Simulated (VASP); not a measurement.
Write the native input for VASP 6.6.1 that does the following.

```yaml
Task: single point
Functional: RPBE
Potentials_or_basis: VASP PAW PBE potentials, release 64 (Al, As)
Cutoff: 400 eV
k_mesh: 4 × 4 × 1
Occupations: methfessel-paxton, width 0.05 eV
Spin: no spin polarisation
Dipole_correction: yes
Electric_field_eV/Å: 0.1
Further_INCAR_settings: ALGO = Normal; EDIFF = 1e-06; NBANDS = 16; NELMDL = -8; EFIELD = -0.1
```

The structure of AlAs lies in POSCAR:

```
AlAs
1.0
    4.0027900000      0.0000000000      0.0000000000
    2.0013950000      3.4665178260      0.0000000000
    0.0000000000      0.0000000000     21.7194626111
Al As
2 2
Direct
    0.0000000000      0.0000000000      0.3683332384
    0.6666666667      0.6666666667      0.5188095374
    0.0000000000      0.0000000000      0.4811904626
    0.6666666667      0.6666666667      0.6316667616
```

These files were run (other wordings do the same):

INCAR

```
SYSTEM = AlAs
PREC     = Accurate       ! precision mode
ENCUT    = 400            ! plane-wave cutoff, eV
EDIFF    = 1E-6           ! SCF threshold, eV
ISMEAR   = 1              ! smearing method
SIGMA    = 0.05           ! smearing width, eV
LREAL    = .FALSE.        ! projectors in reciprocal space
LASPH    = .TRUE.         ! aspherical terms in the spheres
NELM     = 120            ! most SCF steps
ALGO     = Normal         ! electronic algorithm
ISIF     = 2              ! what is computed and relaxed
LWAVE    = .FALSE.        ! write WAVECAR
LCHARG   = .TRUE.         ! write CHGCAR
LDIPOL   = .TRUE.       
IDIPOL   = 3            
DIPOL    = 0.5 0.5 0.500
GGA      = RP             ! functional
LELF     = .TRUE.         ! ELF
LVHAR    = .TRUE.       
LVACPOTAV= .TRUE.       
NBANDS   = 16             ! bands
EFIELD   = -0.1         
GGA_COMPAT= .FALSE.      
NELMDL   = -8
```

KPOINTS

```
Automatic mesh
0
G
  4 4 1
  0 0 0
```

Potentials or basis: VASP PAW PBE potentials, release 64 (Al, As).

Command:

```console
$ cat potpaw_PBE.64/Al/POTCAR potpaw_PBE.64/As/POTCAR > POTCAR
$ mpirun -np 1 vasp_std > vasp.out
```

It gave:

| Item | Value |
| --- | --- |
| Largest force | 0.407 eV/Å |
| Band gap on the k mesh | zero (band 8 reaches -0.83 eV, above the bottom of band 9 at -2.27 eV) |

Caveat: the k points lie up to 0.45 Å⁻¹ apart; the PAW data sets were made with another functional, which shifts forces and pressure a little.

It took 26 s on 1 thread of Intel(R) Xeon(R) 6975P-C (Granite Rapids), with other jobs on the host, peak memory 0.31 GiB.
